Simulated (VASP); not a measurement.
# ZrC (F-43m) in VASP: notebook

ZrC is run at these levels: PBE; tasks: single point.

All numbers are computed with VASP 6.6.1; they aren't measurements. Logs are shortened: lines on timing, memory, paths and dates and some standing lists are left out, and cuts for length are marked.

## 1. The cell of the first run

Symmetry: F-43m, No. 216, cubic system. The conventional cell has a = 5.036 Å, b = 5.036 Å, c = 5.036 Å, α = 90.00°, β = 90.00°, γ = 90.00°. Zr (site symmetry -43m) has 4 C at 2.18 Å within 2.9 Å. C (site symmetry -43m) has 4 Zr at 2.18 Å within 2.9 Å.

## 2. Single point, PBE

The input, INCAR:

```
SYSTEM = ZrC
  PREC = Accurate
  ENCUT = 520
  EDIFF = 1E-6
  ISMEAR = 0
  SIGMA = 0.05
  LREAL = .FALSE.
  LASPH = .TRUE.
  NELM = 60
  ALGO = Normal
  ISIF = 2
  LWAVE = .FALSE.
  LCHARG = .TRUE.
  GGA = PE
  LELF = .TRUE.
  LVHAR = .TRUE.
  NBANDS = 15
```

The input, KPOINTS:

```
Automatic mesh
0
G
  12 12 12
  0 0 0
```

The input, POSCAR:

```
ZrC
1.0
    0.0000000000      2.5181709341      2.5181709341
    2.5181709341      0.0000000000      2.5181709341
    2.5181709341      2.5181709341      0.0000000000
Zr C
1 1
Direct
    0.0000000000      0.0000000000      0.0000000000
    0.2500000000      0.2500000000      0.2500000000
```

Potentials or basis: VASP PAW PBE potentials, release 64 (Zr_sv, C).

The run is started by

```
$ cat potpaw_PBE.64/Zr_sv/POTCAR potpaw_PBE.64/C/POTCAR > POTCAR
$ mpirun -np 1 vasp_std > vasp.out
```

OUTCAR:

```text
SYSTEM = ZrC
   PREC = Accurate
   ENCUT = 520
   EDIFF = 1E-6
   ISMEAR = 0
   LREAL = .FALSE.
   LASPH = .TRUE.
   NELM = 60
   ISIF = 2
   GGA = PE

 ion  position               nearest neighbor table
   1  0.000  0.000  0.000-   2 2.18   2 2.18   2 2.18   2 2.18
   2  0.250  0.250  0.250-   1 2.18   1 2.18   1 2.18   1 2.18

  LATTYP: Found a face centered cubic cell.
 ALAT       =     5.0363418682

  Lattice vectors:

 A1 = (   0.0000000000,   2.5181709341,   2.5181709341)
 A2 = (   2.5181709341,   0.0000000000,   2.5181709341)
 A3 = (   2.5181709341,   2.5181709341,   0.0000000000)

Analysis of symmetry for initial positions (statically):
=====================================================================
 Subroutine PRICEL returns:
 Original cell was already a primitive cell.

 Routine SETGRP: Setting up the symmetry group for a
 face centered cubic supercell.

 Subroutine GETGRP returns: Found 24 space group operations
 (whereof 24 operations were pure point group operations)
 out of a pool of 48 trial point group operations.

The static configuration has the point symmetry T_d .

Analysis of symmetry for dynamics (positions and initial velocities):
=====================================================================
 Subroutine PRICEL returns:
 Original cell was already a primitive cell.

 Routine SETGRP: Setting up the symmetry group for a
 face centered cubic supercell.

 Subroutine GETGRP returns: Found 24 space group operations
 (whereof 24 operations were pure point group operations)
 out of a pool of 48 trial point group operations.

The dynamic configuration has the point symmetry T_d .

 Subroutine INISYM returns: Found 24 space group operations
 (whereof 24 operations are pure point group operations),
 and found     1 'primitive' translations

----------------------------------------------------------------------------------------

                                     Primitive cell

  volume of cell :      31.9364

  direct lattice vectors                    reciprocal lattice vectors
     0.000000000  2.518170934  2.518170934    -0.198556815  0.198556815  0.198556815
     2.518170934  0.000000000  2.518170934     0.198556815 -0.198556815  0.198556815
     2.518170934  2.518170934  0.000000000     0.198556815  0.198556815 -0.198556815

  length of vectors
     3.561231487  3.561231487  3.561231487     0.343910492  0.343910492  0.343910492

[... 83 lines left out ...]
   NSW    =      0    number of steps for IOM
   IBRION =     -1    ionic relax: 0-MD 1-quasi-New 2-CG
   NFREE  =      0    steps in history (QN), initial steepest desc. (CG)
   ISIF   =      2    stress and relaxation
   ISYM   =      2    0-nonsym 1-usesym 2-fastsym
   POTIM  = 0.5000    time-step for ionic-motion
   TEBEG  =    0.0;   TEEND  =   0.0 temperature during run
   PSTRESS=    0.0 pullay stress
   NELECT =      16.0000    total number of electrons
   NUPDOWN=      -1.0000    fix difference up-down
   EMIN   =  10.00;   EMAX   =-10.00  energy-range for DOS
   EFERMI =   0.00;   METHOD = LEGACY
   ISMEAR =     0;   SIGMA  =   0.05  broadening in eV -4-tet -1-fermi 0-gaus
   EFERMI_NEDOS =   21; number of points for ismear=-14 and -15
   IALGO  =     38    algorithm
   IMIX   =      4    mixing-type and parameters
     AMIX     =   0.40;   BMIX     =  1.00
     AMIX_MAG =   1.60;   BMIX_MAG =  1.00
  volume/ion in A,a.u.               =      15.97       107.76
  Fermi-wavevector in a.u.,A,eV,Ry     =   1.300228  2.457075 23.001923  1.690594
  Thomas-Fermi vector in A             =   2.431441
   LORBIT       =      0    0 simple, 1 ext, 2 COOP (PROOUT), +10 PAW based schemes
   GGA     = PE    functional components
   LHFCALC =     F    Hartree Fock is set to
   AEXX    =    0.0000 exact exchange contribution
   IVDW    =     0    specifies the selected vdW correction
   LEPSILON=     F    determine dielectric tensor
   LRPA    =     F    only Hartree local field effects (RPA)
 non-spin polarized calculation
 Gauss-broadening in eV      SIGMA  =   0.05
  energy-cutoff  :      520.00
  volume of cell :       31.94
 maximum number of plane-waves:       881
   NGX = 13   NGY = 13   NGZ = 13

 number of electron      16.0000000 magnetization

 Free energy of the ion-electron system (eV)
  ---------------------------------------------------
  ext. energy  EPLUGINS =         0.00000000
  ---------------------------------------------------
  free energy    TOTEN  =       -18.21344255 eV

  energy without entropy =      -18.21344255  energy(sigma->0) =      -18.21344255

 E-fermi :   7.0934     XC(G=0): -10.8212

 val. band max:        6.8944373533   @ k =   0.5000   0.5000   0.0000
 cond. band min:       7.3620835378   @ k =  -0.4167   0.4167   0.0000
 fundamental gap:      0.4676461845
 Fermi energy:         7.0934469301

 k-point     1 :       0.0000    0.0000    0.0000
  band No.  band energies     occupation
      1     -40.9978      2.00000
      2     -18.9050      2.00000
      3     -18.9050      2.00000
      4     -18.9050      2.00000
      5      -3.0736      2.00000
      6       4.4937      2.00000
      7       4.4937      2.00000
      8       4.4937      2.00000
      9      10.0135      0.00000
     10      10.0135      0.00000
     11      10.3266      0.00000
     12      15.4642      0.00000
     13      15.4642      0.00000
     14      15.4642      0.00000
[... 401 lines left out ...]
      2     -19.3473      2.00000
      3     -19.0586      2.00000
      4     -18.9899      2.00000
      5      -1.6197      2.00000
      6       4.5577      2.00000
      7       4.9849      2.00000
      8       5.4503      2.00000
      9       9.4979      0.00000
     10      10.2198      0.00000
     11      11.1056      0.00000
     12      13.9309      0.00000
     13      14.1409      0.00000
     14      15.1891      0.00000
     15      18.7227      0.00000

 [... further k-points ...]
[... 5 lines left out ...]
  --------------------------------------------------------------------------------------
  -------------------------------------------------------------------------------------
  Total        1.0243384      1.0243384      1.0243384      0.0000000      0.0000000      0.0000000
  in kB       51.3887954     51.3887954     51.3887954      0.0000000      0.0000000      0.0000000
  external PRESSURE =      51.3887954 kB  Pullay stress =       0.0000000 kB

 VOLUME and BASIS-vectors are now :
 -----------------------------------------------------------------------------
  energy-cutoff  :      520.00
  volume of cell :       31.94
      direct lattice vectors                 reciprocal lattice vectors
     0.000000000  2.518170934  2.518170934    -0.198556815  0.198556815  0.198556815
     2.518170934  0.000000000  2.518170934     0.198556815 -0.198556815  0.198556815
     2.518170934  2.518170934  0.000000000     0.198556815  0.198556815 -0.198556815

 POSITION                                       TOTAL-FORCE (eV/Angst)
 -----------------------------------------------------------------------------------
      0.00000      0.00000      0.00000         0.000000      0.000000      0.000000
      1.25909      1.25909      1.25909        -0.000000     -0.000000     -0.000000
 -----------------------------------------------------------------------------------
    total drift:                                0.000000      0.000000      0.000000

  FREE ENERGIE OF THE ION-ELECTRON SYSTEM (eV)
  ---------------------------------------------------
  free  energy   TOTEN  =       -18.2134425508 eV

  energy  without entropy=      -18.2134425508  energy(sigma->0) =      -18.21344255
```

OSZICAR:

```text
N       E                     dE             d eps       ncg     rms          rms(c)
DAV:   1     0.108063784127E+03    0.10806E+03   -0.84702E+03  2160   0.105E+03
DAV:   2    -0.175751518759E+02   -0.12564E+03   -0.11648E+03  2790   0.280E+02
DAV:   3    -0.227032724498E+02   -0.51281E+01   -0.50823E+01  3212   0.506E+01
DAV:   4    -0.228387087343E+02   -0.13544E+00   -0.13539E+00  2740   0.733E+00
DAV:   5    -0.228405048033E+02   -0.17961E-02   -0.17960E-02  3070   0.754E-01    0.218E+01
DAV:   6    -0.182532574716E+02    0.45872E+01   -0.11474E+01  2370   0.253E+01    0.627E+00
DAV:   7    -0.182102965127E+02    0.42961E-01   -0.72829E-01  2347   0.639E+00    0.537E+00
DAV:   8    -0.182192391969E+02   -0.89427E-02   -0.12516E-01  2686   0.307E+00    0.228E+00
DAV:   9    -0.182129750163E+02    0.62642E-02   -0.19148E-02  2419   0.108E+00    0.416E-01
DAV:  10    -0.182134622544E+02   -0.48724E-03   -0.13552E-03  2677   0.377E-01    0.219E-01
DAV:  11    -0.182134464185E+02    0.15836E-04   -0.15611E-04  2335   0.119E-01    0.305E-02
DAV:  12    -0.182134427104E+02    0.37082E-05   -0.44585E-06  2600   0.193E-02    0.720E-03
DAV:  13    -0.182134425508E+02    0.15959E-06   -0.22155E-07  1416   0.462E-03
   1 F= -.18213443E+02 E0= -.18213443E+02  d E =-.140704E-10
```

stdout:

```text
POSCAR found type information on POSCAR ZrC
 POSCAR found :  2 types and       2 ions
 scaLAPACK will be used
 LDA part: xc-table for (Slater+PW92), standard interpolation
 POSCAR, INCAR and KPOINTS ok, starting setup
 FFT: planning ... GRIDC
 FFT: planning ... GRID_SOFT
 FFT: planning ... GRID
 WAVECAR not read
 entering main loop
```

Wall time 34 s (1 thread of AMD EPYC 7R13 (Zen 3), shared host); peak memory 0.15 GiB.

Results:

```yaml
Free_energy: -18.2134 eV
Pressure: 5.1 GPa
Band_gap_on_the_k_mesh: 0.47 eV, indirect (least direct gap 0.61 eV)
```

Levels at points of the mesh, in eV from the valence-band top:
```csv
k point,band 5,band 6,band 7,band 8,band 9,band 10,band 11,band 12
"(0.00, 0.00, 0.00)",-9.97,-2.40,-2.40,-2.40,3.12,3.12,3.43,8.57
"(0.50, 0.00, 0.00)",-8.68,-2.35,-1.78,-1.78,3.77,3.84,3.84,6.74
"(0.50, 0.50, 0.00)",-8.24,-3.79,0.00,0.00,0.63,4.59,4.75,5.32
```

A k mesh can miss the band edges. A hybrid or GW would open this gap; PBE tends to underestimate it.

## 3. Single point, PBE

This run uses another cell than the first one, of 16.50 Å³/atom, 1.033 times its volume.

The input, INCAR:

```
SYSTEM = ZrC
PREC = Accurate
ENCUT = 520
EDIFF = 1E-6
ISMEAR = 0
SIGMA = 0.05
LREAL = .FALSE.
LASPH = .TRUE.
NELM = 100
ALGO = Normal
ISIF = 2
LWAVE = .FALSE.
LCHARG = .FALSE.
GGA = PE
NBANDS = 15
```

KPOINTS is that of step 2.

The input, POSCAR:

```
ZrC
1.0
    0.0000000000      2.5457850239      2.5457850239
    2.5457850239      0.0000000000      2.5457850239
    2.5457850239      2.5457850239      0.0000000000
Zr C
1 1
Direct
    0.0000000000      0.0000000000      0.0000000000
    0.2500000000      0.2500000000      0.2500000000
```

Potentials or basis: VASP PAW PBE potentials, release 64 (Zr_sv, C).

The run is started by

```
$ cat potpaw_PBE.64/Zr_sv/POTCAR potpaw_PBE.64/C/POTCAR > POTCAR
$ mpirun -np 1 vasp_std > vasp.out
```

OUTCAR:

```text
SYSTEM = ZrC
   PREC = Accurate
   ENCUT = 520
   EDIFF = 1E-6
   ISMEAR = 0
   LREAL = .FALSE.
   LASPH = .TRUE.
   NELM = 100
   ISIF = 2
   GGA = PE

 ion  position               nearest neighbor table
   1  0.000  0.000  0.000-   2 2.20   2 2.20   2 2.20   2 2.20
   2  0.250  0.250  0.250-   1 2.20   1 2.20   1 2.20   1 2.20

  LATTYP: Found a face centered cubic cell.
 ALAT       =     5.0915700478

  Lattice vectors:

 A1 = (   0.0000000000,   2.5457850239,   2.5457850239)
 A2 = (   2.5457850239,   0.0000000000,   2.5457850239)
 A3 = (   2.5457850239,   2.5457850239,   0.0000000000)

Analysis of symmetry for initial positions (statically):
=====================================================================
 Subroutine PRICEL returns:
 Original cell was already a primitive cell.

 Routine SETGRP: Setting up the symmetry group for a
 face centered cubic supercell.

 Subroutine GETGRP returns: Found 24 space group operations
 (whereof 24 operations were pure point group operations)
 out of a pool of 48 trial point group operations.

The static configuration has the point symmetry T_d .

Analysis of symmetry for dynamics (positions and initial velocities):
[... 168 lines left out ...]
      1     -41.4316      2.00000
      2     -19.3404      2.00000
      3     -19.3404      2.00000
      4     -19.3404      2.00000
      5      -3.2935      2.00000
      6       4.2750      2.00000
      7       4.2750      2.00000
      8       4.2750      2.00000
      9       9.6099      0.00000
     10       9.6099      0.00000
     11       9.8992      0.00000
     12      14.9367      0.00000
     13      14.9367      0.00000
     14      14.9367      0.00000
[... 401 lines left out ...]
      2     -19.7296      2.00000
      3     -19.4757      2.00000
      4     -19.4153      2.00000
      5      -1.9021      2.00000
      6       4.2909      2.00000
      7       4.7219      2.00000
      8       5.1922      2.00000
      9       9.1167      0.00000
     10       9.8087      0.00000
     11      10.6481      0.00000
     12      13.3568      0.00000
     13      13.5854      0.00000
     14      14.7092      0.00000
     15      18.0869      0.00000

 [... further k-points ...]
[... 5 lines left out ...]
  --------------------------------------------------------------------------------------
  -------------------------------------------------------------------------------------
  Total        0.0099358      0.0099358      0.0099358     -0.0000000      0.0000000      0.0000000
  in kB        0.4824106      0.4824106      0.4824106     -0.0000000      0.0000000      0.0000000
  external PRESSURE =       0.4824106 kB  Pullay stress =       0.0000000 kB

 VOLUME and BASIS-vectors are now :
 -----------------------------------------------------------------------------
  energy-cutoff  :      520.00
  volume of cell :       33.00
      direct lattice vectors                 reciprocal lattice vectors
     0.000000000  2.545785024  2.545785024    -0.196403072  0.196403072  0.196403072
     2.545785024  0.000000000  2.545785024     0.196403072 -0.196403072  0.196403072
     2.545785024  2.545785024  0.000000000     0.196403072  0.196403072 -0.196403072

 POSITION                                       TOTAL-FORCE (eV/Angst)
 -----------------------------------------------------------------------------------
      0.00000      0.00000      0.00000        -0.000000      0.000000     -0.000000
      1.27289      1.27289      1.27289         0.000000     -0.000000      0.000000
 -----------------------------------------------------------------------------------
    total drift:                                0.000000      0.000000      0.000000

  FREE ENERGIE OF THE ION-ELECTRON SYSTEM (eV)
  ---------------------------------------------------
  free  energy   TOTEN  =       -18.2306353978 eV

  energy  without entropy=      -18.2306353978  energy(sigma->0) =      -18.23063540
```

OSZICAR:

```text
N       E                     dE             d eps       ncg     rms          rms(c)
DAV:   1     0.104375574527E+03    0.10438E+03   -0.84210E+03  2160   0.104E+03
DAV:   2    -0.175957301655E+02   -0.12197E+03   -0.11286E+03  2804   0.277E+02
DAV:   3    -0.227538550517E+02   -0.51581E+01   -0.51145E+01  3244   0.498E+01
DAV:   4    -0.228706353705E+02   -0.11678E+00   -0.11674E+00  2764   0.691E+00
DAV:   5    -0.228725511713E+02   -0.19158E-02   -0.19156E-02  3041   0.730E-01    0.205E+01
DAV:   6    -0.182938737746E+02    0.45787E+01   -0.11796E+01  2398   0.252E+01    0.588E+00
DAV:   7    -0.182295986054E+02    0.64275E-01   -0.74241E-01  2362   0.646E+00    0.502E+00
DAV:   8    -0.182364753020E+02   -0.68767E-02   -0.13208E-01  2623   0.315E+00    0.208E+00
DAV:   9    -0.182300907718E+02    0.63845E-02   -0.19330E-02  2461   0.110E+00    0.430E-01
DAV:  10    -0.182306594708E+02   -0.56870E-03   -0.13903E-03  2672   0.377E-01    0.203E-01
DAV:  11    -0.182306386578E+02    0.20813E-04   -0.16632E-04  2391   0.121E-01    0.305E-02
DAV:  12    -0.182306355490E+02    0.31089E-05   -0.51311E-06  2483   0.201E-02    0.815E-03
DAV:  13    -0.182306353978E+02    0.15115E-06   -0.24052E-07  1521   0.501E-03
   1 F= -.18230635E+02 E0= -.18230635E+02  d E =-.354052E-12
```

Wall time 32 s (1 thread of AMD EPYC 7R13 (Zen 3), shared host); peak memory 0.15 GiB.

What came out:

* Free energy: -18.2306 eV
* Pressure: 0.0 GPa
* Band gap on the k mesh: 0.49 eV, indirect (least direct gap 0.57 eV)
